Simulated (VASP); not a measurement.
MgCuC4N4:

```
CELL_PARAMETERS angstrom
5.96056 0.00000 0.00000
0.00000 5.96056 0.00000
0.00000 0.00000 5.96056
ATOMIC_POSITIONS crystal
Mg 0.50000 0.50000 0.50000
Cu 0.00000 0.00000 0.00000
C 0.18568 0.18568 0.18568
C 0.18568 0.81432 0.81432
C 0.81432 0.18568 0.81432
C 0.81432 0.81432 0.18568
N 0.29901 0.29901 0.29901
N 0.29901 0.70099 0.70099
N 0.70099 0.29901 0.70099
N 0.70099 0.70099 0.29901
```

- Program: VASP 6.6.1
- Task: relaxation of cell and atoms
- Functional: PBE
- Potentials or basis: VASP PAW PBE potentials, release 64 (Mg, Cu, C, N)
- Cutoff: 600 eV
- k mesh: 6 × 6 × 6
- Occupations: gaussian, width 0.1 eV
- Spin: collinear spin
- Starting moments: [0.0, 0.52, 0.0, 0.0, 0.0, 0.0, 0.0, 0.0, 0.0, 0.0] μB

At the start: pressure 0.2 GPa; volume 21.18 Å³/atom.

Task: Where does the relaxation end?

Result: Over 14 steps the energy falls by 4.3 meV/atom and the volume is 21.21 Å³/atom (+0.2 %); space group P-43m (No. 215, to 0.1 Å) before and after; moment 1.00 μB per cell.

Step by step:
```
step  energy change (eV)  largest force (eV/Å)  pressure (GPa)  volume (Å³)
   1              0.0000                0.3489            0.22       211.77
   2             -0.0284                0.5581           -0.47       212.68
   3             -0.0323                0.7025           -0.81       213.19
   4             -0.0394                0.3574           -0.52       213.21
   5             -0.0420                0.0330           -0.18       213.23
   6             -0.0420                0.0213           -0.20       213.23
   7             -0.0421                0.0208           -0.19       213.17
   8             -0.0423                0.0201           -0.16       213.00
   9             -0.0425                0.0183           -0.09       212.67
  10             -0.0427                0.0161            0.04       212.01
  11             -0.0427                0.0164            0.01       212.13
  12             -0.0427                0.0322           -0.02       212.14
  13             -0.0427                0.0105           -0.01       212.13
  14             -0.0427                0.0080            0.00       212.13
```

Final structure:
```xyz
10
Lattice="5.9639 0.0000 0.0000 0.0000 5.9639 0.0000 0.0000 0.0000 5.9639" Properties=species:S:1:pos:R:3 pbc="T T T"
Mg    2.9820    2.9820    2.9820
Cu    0.0000    0.0000    0.0000
C     1.1262    1.1262    1.1262
C     1.1262    4.8377    4.8377
C     4.8377    1.1262    4.8377
C     4.8377    4.8377    1.1262
N     1.8019    1.8019    1.8019
N     1.8019    4.1621    4.1621
N     4.1621    1.8019    4.1621
N     4.1621    4.1621    1.8019
```

Caveat: a cell with one magnetic atom can't hold antiferromagnetic order, which such compounds often take.
